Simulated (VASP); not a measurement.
Input of a VASP 6.6.1 run:

Contents of INCAR:

```
  PREC = Accurate
  ENCUT = 520
  EDIFF = 1E-6
  ISMEAR = 0
  SIGMA = 0.1
  LREAL = F
  LASPH = T
  NELM = 80
  ALGO = Fast
  ISIF = 2
  LWAVE = F
  LCHARG = F
  GGA = PS
  NBANDS = 36
```

The input KPOINTS:

```
regular mesh
0
Gamma
  4 4 4
```

File POSCAR:

```
Pb
1.0
    1.8228596837     -6.1224569168      0.0000000000
    1.8228596837      6.1224569168      0.0000000000
    0.0000000000      0.0000000000      5.5810590730
Pb
4
Direct
    0.1355351588      0.8644648412      0.9999938663
    0.6355351588      0.3644648412      0.5000061337
    0.8644648412      0.1355351588      0.0000061337
    0.3644648412      0.6355351588      0.4999938663
```

Potentials or basis: VASP PAW PBE potentials, release 64 (Pb_d).

Run with:

```bash
$ cat potpaw_PBE.64/Pb_d/POTCAR > POTCAR
$ mpirun -np 1 vasp_std > vasp.out
```

(1) Estimate the largest force.

(2) What does it give for the band gap on the k mesh?

(3) Predict the pressure.

Results:

(1) 0.017 eV/Å.

(2) zero (band 28 reaches 8.08 eV, above the bottom of band 29 at 6.21 eV).

(3) 0.0 GPa.

Caveat: the k points lie up to 0.45 Å⁻¹ apart; the PAW data sets were made with another functional, which shifts forces and pressure a little; spin-orbit coupling is left out, which moves the levels of the heavy elements.
